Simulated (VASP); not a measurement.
# In3Ga13As16 (P1) in VASP: single point with PBEsol

Aim: the single point of In3Ga13As16 with PBEsol.

Everything below comes from runs of VASP 6.6.1. Logs are shortened: lines on timing, memory, paths and dates and some standing lists are left out, and cuts for length are marked.

## 1. The cell of the first run

The typed cell holds 64 atoms: a = 11.481 Å, b = 11.481 Å, c = 11.481 Å, α = 90.00°, β = 90.00°, γ = 90.00°.

## 2. Single point, PBEsol

Input file INCAR:

```
SYSTEM = In3Ga13As16
ALGO = Normal
EDIFF = 1E-6
ENCUT = 500
GGA = PS
GGA_COMPAT = .FALSE.
ISIF = 2
ISMEAR = -1
ISYM = -1
LASPH = .TRUE.
LCHARG = .FALSE.
LREAL = Auto
LWAVE = .FALSE.
NBANDS = 326
NELM = 120
PREC = Accurate
SIGMA = 0.05
```

Input file KPOINTS:

```
explicit points
1
Reciprocal
  0.25000000   0.25000000   0.25000000 1
```

Input file POSCAR:

```
In3Ga13As16
1.0
   11.4810604609      0.0000000000      0.0000000000
    0.0000000000     11.4810604609      0.0000000000
    0.0000000000      0.0000000000     11.4810604609
Ga In As
26 6 32
Direct
    0.0040350000      0.0040750000      0.9999010000
    0.0046150000      0.0044260000      0.5001450000
    0.0021400000      0.4953290000      0.0010590000
    0.0015930000      0.4955510000      0.4969390000
    0.4955610000      0.0045120000      0.9948210000
    0.4955280000      0.0034890000      0.5033740000
    0.4977670000      0.4955620000      0.9976660000
    0.2497180000      0.2500710000      0.9994380000
    0.2480460000      0.2484330000      0.4994940000
    0.2502570000      0.7505260000      0.9993820000
    0.2475360000      0.7509680000      0.4991620000
    0.7494980000      0.2515810000      0.9972830000
    0.7522630000      0.2497340000      0.5013450000
    0.2482190000      0.0021710000      0.2496220000
    0.2519710000      0.0021210000      0.7492170000
    0.2462850000      0.4977180000      0.2468750000
    0.2499580000      0.4975710000      0.7513600000
    0.7477830000      0.0067140000      0.7494160000
    0.7544130000      0.4925160000      0.2472340000
    0.7498490000      0.4940020000      0.7515320000
    0.0028630000      0.2515120000      0.2494800000
    0.9998560000      0.2498950000      0.7496270000
    0.0062640000      0.7473080000      0.2493320000
    0.4976320000      0.2496550000      0.2473890000
    0.4994660000      0.2482400000      0.7509440000
    0.4959880000      0.7515690000      0.7520780000
    0.4992430000      0.4963800000      0.5008960000
    0.7498550000      0.7486800000      0.9974330000
    0.7534120000      0.7499020000      0.5018350000
    0.7529880000      0.0066810000      0.2495280000
    0.0046330000      0.7502300000      0.7501320000
    0.4953410000      0.7500640000      0.2463780000
    0.1257000000      0.1277520000      0.1255920000
    0.1263640000      0.1255720000      0.6260780000
    0.1261890000      0.6237840000      0.1217130000
    0.1310050000      0.6170150000      0.6178930000
    0.6180090000      0.1311680000      0.1158400000
    0.6235040000      0.1281360000      0.6239760000
    0.6245670000      0.6100540000      0.1249340000
    0.6251770000      0.6244750000      0.6391170000
    0.3728130000      0.3745100000      0.1242130000
    0.3684690000      0.3661450000      0.6314530000
    0.3683450000      0.8834750000      0.1168940000
    0.3725320000      0.8742530000      0.6246610000
    0.8775280000      0.3708190000      0.1231310000
    0.8751540000      0.3746630000      0.6242210000
    0.8887580000      0.8748770000      0.1247600000
    0.8775820000      0.8903770000      0.6264970000
    0.3736490000      0.1259700000      0.3746740000
    0.3732610000      0.1275680000      0.8730790000
    0.3611190000      0.6231520000      0.3736410000
    0.3738170000      0.6247030000      0.8757750000
    0.8847470000      0.1338140000      0.3815950000
    0.8750240000      0.1260860000      0.8757260000
    0.8813840000      0.6177340000      0.3672710000
    0.8772800000      0.6101740000      0.8735470000
    0.1262670000      0.3730370000      0.3733620000
    0.1251660000      0.3735140000      0.8752410000
    0.1249770000      0.8759920000      0.3753490000
    0.1329550000      0.8829330000      0.8802040000
    0.6315260000      0.3665250000      0.3686450000
    0.6233750000      0.3726240000      0.8733530000
    0.6178760000      0.8822370000      0.3803480000
    0.6182610000      0.8829020000      0.8685710000
```

Potentials or basis: VASP PAW PBE potentials, release 64 (Ga_d, In_d, As).

Launch:

```bash
> cat potpaw_PBE.64/Ga_d/POTCAR potpaw_PBE.64/In_d/POTCAR potpaw_PBE.64/As/POTCAR > POTCAR
> mpirun -np 1 vasp_std > vasp.out
```

OUTCAR:

```text
SYSTEM = In3Ga13As16
   EDIFF = 1E-6
   ENCUT = 500
   GGA = PS
   ISIF = 2
   ISMEAR = -1
   ISYM = -1
   LASPH = .TRUE.
   LREAL = Auto
   NELM = 120
   PREC = Accurate

 ion  position               nearest neighbor table
   1  0.004  0.004  1.000-  47 2.45  60 2.45  33 2.46  54 2.49
   2  0.005  0.004  0.500-  48 2.44  53 2.44  34 2.45  59 2.48
   3  0.002  0.495  0.001-  56 2.44  58 2.46  45 2.46  35 2.47
   4  0.002  0.496  0.497-  57 2.46  36 2.47  55 2.47  46 2.48
   5  0.496  0.005  0.995-  50 2.43  37 2.45  43 2.46  64 2.46
   6  0.496  0.003  0.503-  63 2.43  49 2.47  38 2.47  44 2.48
[... 56 lines left out ...]
  63  0.618  0.882  0.380-   6 2.43  32 2.58  29 2.58  30 2.59
  64  0.618  0.883  0.869-  26 2.46   5 2.46  18 2.47  28 2.62

IMPORTANT INFORMATION: All symmetrisations will be switched off!
NOSYMM: (Re-)initialisation of all symmetry stuff for point group C_1.

----------------------------------------------------------------------------------------

                                     Primitive cell

  volume of cell :    1513.3731

  direct lattice vectors                    reciprocal lattice vectors
    11.481060461  0.000000000  0.000000000     0.087099968  0.000000000  0.000000000
     0.000000000 11.481060461  0.000000000     0.000000000  0.087099968  0.000000000
     0.000000000  0.000000000 11.481060461     0.000000000  0.000000000  0.087099968

  length of vectors
    11.481060461 11.481060461 11.481060461     0.087099968  0.087099968  0.087099968

  position of ions in fractional coordinates (direct lattice)
     0.004035000  0.004075000  0.999901000
     0.004615000  0.004426000  0.500145000
     0.002140000  0.495329000  0.001059000
     0.001593000  0.495551000  0.496939000
     0.495561000  0.004512000  0.994821000
     0.495528000  0.003489000  0.503374000
[... 56 lines left out ...]
     0.617876000  0.882237000  0.380348000
     0.618261000  0.882902000  0.868571000

  ion indices of the primitive-cell ions
   primitive index   ion index
                 1           1
                 2           2
                 3           3
                 4           4
                 5           5
                 6           6
[... 56 lines left out ...]
                63          63
                64          64

----------------------------------------------------------------------------------------

 KPOINTS: explicit points

Read explicit list of k-points.

 Found      1 k-points:

 Following reciprocal coordinates:
            Coordinates               Weight
  0.250000  0.250000  0.250000      1.000000
   k-points           NKPTS =      1   k-points in BZ     NKDIM =      1   number of bands    NBANDS=    326
   number of dos      NEDOS =    301   number of ions     NIONS =     64
   total plane-waves  NPLWV = 592704
   dimension x,y,z NGX =    84 NGY =   84 NGZ =   84
   dimension x,y,z NGXF=   168 NGYF=  168 NGZF=  168
   ions per type =              26   6  32
   NGX,Y,Z   is equivalent  to a cutoff of  12.16, 12.16, 12.16 a.u.
   NGXF,Y,Z  is equivalent  to a cutoff of  24.33, 24.33, 24.33 a.u.
 SYSTEM =  In3Ga13As16
   PREC   = accura    normal or accurate (medium, high low for compatibility)
   ISTART =      0    job   : 0-new  1-cont  2-samecut
   ICHARG =      2    charge: 1-file 2-atom 10-const
   ISPIN  =      1    spin polarized calculation?
   LNONCOLLINEAR =      F non collinear calculations
   LSORBIT =      F    spin-orbit coupling
   LASPH  =      T    aspherical Exc in radial PAW
   ENCUT  =  500.0 eV  36.75 Ry    6.06 a.u.  20.93 20.93 20.93*2*pi/ulx,y,z
   NELM   =    120;   NELMIN=  2; NELMDL= -5     # of ELM steps
   EDIFF  = 0.1E-05   stopping-criterion for ELM
   LREAL  =      T    real-space projection
   EDIFFG = 0.1E-04   stopping-criterion for IOM
   NSW    =      0    number of steps for IOM
   IBRION =     -1    ionic relax: 0-MD 1-quasi-New 2-CG
   NFREE  =      0    steps in history (QN), initial steepest desc. (CG)
   ISIF   =      2    stress and relaxation
   ISYM   =     -1    0-nonsym 1-usesym 2-fastsym
   POTIM  = 0.5000    time-step for ionic-motion
   TEBEG  =    0.0;   TEEND  =   0.0 temperature during run
   PSTRESS=    0.0 pullay stress
   NELECT =     576.0000    total number of electrons
   NUPDOWN=      -1.0000    fix difference up-down
   EMIN   =  10.00;   EMAX   =-10.00  energy-range for DOS
   EFERMI =   0.00;   METHOD = LEGACY
   ISMEAR =    -1;   SIGMA  =   0.05  broadening in eV -4-tet -1-fermi 0-gaus
   EFERMI_NEDOS =   21; number of points for ismear=-14 and -15
   IALGO  =     38    algorithm
   IMIX   =      4    mixing-type and parameters
     AMIX     =   0.40;   BMIX     =  1.00
     AMIX_MAG =   1.60;   BMIX_MAG =  1.00
  volume/ion in A,a.u.               =      23.65       159.57
  Fermi-wavevector in a.u.,A,eV,Ry     =   1.186407  2.241984 19.151034  1.407561
  Thomas-Fermi vector in A             =   2.322580
   LORBIT       =      0    0 simple, 1 ext, 2 COOP (PROOUT), +10 PAW based schemes
   GGA     = PS    functional components
   LHFCALC =     F    Hartree Fock is set to
   AEXX    =    0.0000 exact exchange contribution
   IVDW    =     0    specifies the selected vdW correction
   LEPSILON=     F    determine dielectric tensor
   LRPA    =     F    only Hartree local field effects (RPA)
 non-spin polarized calculation
  energy-cutoff  :      500.00
  volume of cell :     1513.37
 maximum number of plane-waves:     38364
 NGX is ok and might be reduce to    84
   NGX = 41   NGY = 41   NGZ = 41

 number of electron     576.0000024 magnetization

 Free energy of the ion-electron system (eV)
  ---------------------------------------------------
  ext. energy  EPLUGINS =         0.00000000
  ---------------------------------------------------
  free energy    TOTEN  =      -286.50710421 eV

  energy without entropy =     -286.50706995  energy(sigma->0) =     -286.50708708

 E-fermi :   4.2830     XC(G=0):  -9.6503

 val. band max:        3.6973590298   @ k =   0.2500   0.2500   0.2500
 cond. band min:       4.8431229065   @ k =   0.2500   0.2500   0.2500
 fundamental gap:      1.1457638767
 Fermi energy:         4.2830422399

 k-point     1 :       0.2500    0.2500    0.2500
  band No.  band energies     occupation
      1     -10.9840      2.00000
      2     -10.9816      2.00000
      3     -10.9798      2.00000
      4     -10.9759      2.00000
      5     -10.9739      2.00000
      6     -10.9725      2.00000
[... 292 lines left out ...]
    299       5.9469      0.00000
    300       5.9991      0.00000
 [bands above 300 left out]

------------------------ aborting loop because EDIFF is reached ----------------------------------------

  FORCE on cell =-STRESS in cart. coord.  units (eV):
  Direction    XX          YY          ZZ          XY          YZ          ZX
  --------------------------------------------------------------------------------------
  -------------------------------------------------------------------------------------
  Total        0.4264750      0.6918094      0.2445481     -6.9834223     -6.7084157     -6.7963801
  in kB        0.4515004      0.7324045      0.2588982     -7.3932071     -7.1020633     -7.1951894
  external PRESSURE =       0.4809344 kB  Pullay stress =       0.0000000 kB

 VOLUME and BASIS-vectors are now :
 -----------------------------------------------------------------------------
  energy-cutoff  :      500.00
  volume of cell :     1513.37
      direct lattice vectors                 reciprocal lattice vectors
    11.481060461  0.000000000  0.000000000     0.087099968  0.000000000  0.000000000
     0.000000000 11.481060461  0.000000000     0.000000000  0.087099968  0.000000000
     0.000000000  0.000000000 11.481060461     0.000000000  0.000000000  0.087099968

 POSITION                                       TOTAL-FORCE (eV/Angst)
 -----------------------------------------------------------------------------------
      0.04633      0.04679     11.47992         0.016250      0.005058      0.006401
      0.05299      0.05082      5.74219         0.008072     -0.003891      0.001907
      0.02457      5.68690      0.01216         0.008324     -0.004423      0.006459
      0.01829      5.68945      5.70539         0.006295     -0.003005      0.005758
      5.68957      0.05180     11.42160         0.012113     -0.000558      0.001033
      5.68919      0.04006      5.77927        -0.012927      0.001274      0.009694
[... 56 lines left out ...]
      7.09387     10.12902      4.36680        -0.012444      0.001773     -0.001341
      7.09829     10.13665      9.97212         0.007285     -0.023684      0.014932
 -----------------------------------------------------------------------------------
    total drift:                                0.000666     -0.011410     -0.029979

  FREE ENERGIE OF THE ION-ELECTRON SYSTEM (eV)
  ---------------------------------------------------
  free  energy   TOTEN  =      -286.5071042067 eV

  energy  without entropy=     -286.5070699539  energy(sigma->0) =     -286.50708708
```

Wall time 20 min (1 thread of Intel Xeon Platinum 8259CL at 2.50GHz (Skylake/Cascade Lake), shared host); peak memory 1.3 GiB.

Results:

- Free energy: -286.5071 eV
- Pressure: 0.0 GPa
- Largest force: 0.034 eV/Å
- Band gap on the k mesh: 1.15 eV

Forces on the atoms (eV/Å):
```
Ga   0.016  0.005  0.006
Ga   0.008 -0.004  0.002
Ga   0.008 -0.004  0.006
Ga   0.006 -0.003  0.006
Ga   0.012 -0.001  0.001
Ga  -0.013  0.001  0.010
Ga  -0.008  0.013 -0.012
Ga  -0.004 -0.003  0.009
Ga   0.013 -0.005  0.004
Ga   0.002  0.008  0.004
Ga   0.012  0.009  0.007
Ga  -0.002 -0.001 -0.001
Ga   0.004  0.005 -0.009
Ga  -0.007 -0.005  0.007
Ga   0.005 -0.001 -0.004
Ga  -0.002 -0.004  0.002
Ga   0.009 -0.003  0.005
Ga   0.003  0.023 -0.004
Ga  -0.002 -0.002  0.002
Ga  -0.004 -0.013 -0.010
Ga   0.002  0.004  0.007
Ga  -0.005  0.001  0.001
Ga   0.027  0.017 -0.012
Ga  -0.005  0.010  0.000
Ga   0.003  0.002 -0.003
Ga   0.002  0.008  0.001
In   0.002  0.009  0.011
In   0.004  0.018  0.011
In   0.014  0.000  0.024
In  -0.021  0.007 -0.009
In   0.001  0.006 -0.004
In   0.023  0.008  0.016
As  -0.004  0.001 -0.008
As  -0.019  0.009 -0.008
As  -0.005 -0.013 -0.003
As  -0.012  0.004  0.006
As   0.001 -0.029 -0.009
As   0.002 -0.001  0.002
As  -0.020 -0.003 -0.002
As   0.016  0.013  0.010
As   0.002 -0.001  0.006
As  -0.004 -0.008 -0.013
As  -0.002 -0.007 -0.006
As  -0.005  0.001 -0.020
As   0.006 -0.008 -0.018
As   0.005 -0.003  0.010
As  -0.006  0.002 -0.006
As  -0.008  0.005  0.015
As   0.009  0.004 -0.006
As  -0.014  0.007 -0.001
As  -0.006 -0.014 -0.003
As  -0.004 -0.018 -0.001
As   0.017  0.012  0.014
As  -0.001 -0.011 -0.016
As  -0.015 -0.010  0.003
As  -0.013 -0.006 -0.022
As   0.006 -0.008 -0.003
As   0.000  0.002 -0.001
As  -0.006  0.004 -0.011
As   0.001 -0.002  0.005
As  -0.016 -0.005 -0.003
As  -0.003  0.001  0.005
As  -0.012  0.002 -0.001
As   0.007 -0.024  0.015
```

Levels at points of the mesh, in eV from the valence-band top:
```tsv
k point	band 286	band 287	band 288	band 289	band 290	band 291
(0.25, 0.25, 0.25)	-0.40	-0.02	0.00	1.15	1.55	1.78
```

Caveat: the PAW data sets were made with another functional, which shifts forces and pressure a little; spin-orbit coupling is left out, which moves the levels of the heavy elements; a shifted mesh leaves out Γ, where band edges can lie.
